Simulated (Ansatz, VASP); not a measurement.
# One calculation of MgO, two programs

The input POSCAR:

```
MgO
1.0
    0.0000000000      2.1351500000      2.1351500000
    2.1351500000      0.0000000000      2.1351500000
    2.1351500000      2.1351500000      0.0000000000
Mg O
1 1
Direct
    0.0000000000      0.0000000000      0.0000000000
    0.5000000000      0.5000000000      0.5000000000
```

Contents of INCAR.step1:

```
PREC = Accurate
ENCUT = 750
ISMEAR = 0
SIGMA = 0.02
LREAL = F
LASPH = T
NELM = 120
GGA = PE
ALGO = Normal
EDIFF = 1E-5
LWAVE = T
LCHARG = F
GGA_COMPAT = F
IBRION = 2
ISIF = 3
EDIFFG = -0.005
NELMIN = 4
NSW = 100
```

INCAR.step2

```
PREC = Accurate
ENCUT = 750
EDIFF = 1E-7
ISMEAR = 0
SIGMA = 0.02
LREAL = F
LASPH = T
NELM = 120
ALGO = Normal
ISIF = 3
LWAVE = F
LCHARG = F
METAGGA = R2SCAN
LMIXTAU = T
IBRION = 2
NSW = 100
EDIFFG = -0.005
ISTART = 1
GGA_COMPAT = F
NELMIN = 4
```

The input KPOINTS:

```
regular mesh
0
Gamma
  10 10 10
```

Input for Ansatz:

```yaml
crystal:
  lattice:
    - [0.0, 2.13515, 2.13515]
    - [2.13515, 0.0, 2.13515]
    - [2.13515, 2.13515, 0.0]
  atoms:
    - { symbol: Mg, position: [0.0, 0.0, 0.0] }
    - { symbol: O, position: [0.5, 0.5, 0.5] }
basis:
  ecutwfc: 500
kpoints:
  mp_grid: { grid: [10, 10, 10] }
hamiltonian:
  xc: r2scan
scf:
  occupations: { method: gaussian, width: 0.02 }
output:
  forces: true
  stress: true
  eigenvalues: true
relax:
  adjacent_minimum: "off"
  f_tol: 0.005
  max_steps: 80
  cell: { stress_tol: 0.05 }
```

Alike in both runs: task relaxation of cell and atoms; functional r2SCAN; k mesh 10 × 10 × 10; occupations gaussian, width 0.02 eV; no spin polarisation.

|  | VASP | Ansatz |
| --- | --- | --- |
| version | VASP 6.6.1 | Ansatz 0.2.0 |
| potentials or method | VASP PAW PBE potentials, release 64 (Mg_sv, O), cutoff 750 eV | scalar-relativistic, plane waves, PAW |
| valence electrons in the cell | 16 | 16 |

VASP gave:

* gap on the k mesh at the Fermi level, each at its own relaxed structure (eV): 5.70
* relaxed volume (Å³/atom): 9.30
* relaxed length of the cell vector where the two differ most in proportion (Å): 2.974

Task: Estimate Ansatz's values.

Result: gap on the k mesh at the Fermi level, each at its own relaxed structure (eV): 5.69; relaxed volume (Å³/atom): 9.29; relaxed length of the cell vector where the two differ most in proportion (Å): 2.973.

VASP's potentials were made for PBE, not for r2SCAN.
